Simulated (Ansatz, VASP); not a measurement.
## One calculation of CdS, two programs

```
Cd S
1.0
     4.13965   -0.03828    0.00887
    -2.10297    3.60426    0.01576
     0.01440    0.03787    6.68857
Cd S
2 2
Cartesian
  0.0197 2.3350 0.0788
  1.9523 1.1688 3.3341
  0.1788 2.5003 2.5889
  2.0977 1.2594 5.9771
```

Alike in both runs: task single point; functional PBE; k mesh 4 × 4 × 2; no spin polarisation.

```csv
,VASP,Ansatz
version,VASP 6.6.1,Ansatz 0.2.0
potentials or method,"VASP PAW PBE potentials, release 64 (Cd, S), cutoff 500 eV","plane waves, PAW"
occupations,"gaussian, width 0.01 eV",fixed
valence electrons in the cell,36,52
```

|  | VASP | Ansatz | Ansatz less VASP |
| --- | --- | --- | --- |
| pressure (GPa) | 4.4 | 4.0 | -0.39 |
| traceless stress, the component that is largest in VASP (GPa) | -2.89 | -2.77 | +0.116 |
| rms of the force components (eV/Å) | 0.645 | 0.627 | -0.0179 |

Atom by atom the forces differ by 0.018 eV/Å (rms over components). VASP's potentials hold 36 valence electrons a cell and Ansatz's 52, so a difference there can come from the potentials and not from the codes. Ansatz's warnings: stress scf threshold loose.

The k mesh is coarse, so the values compare programs but aren't converged.
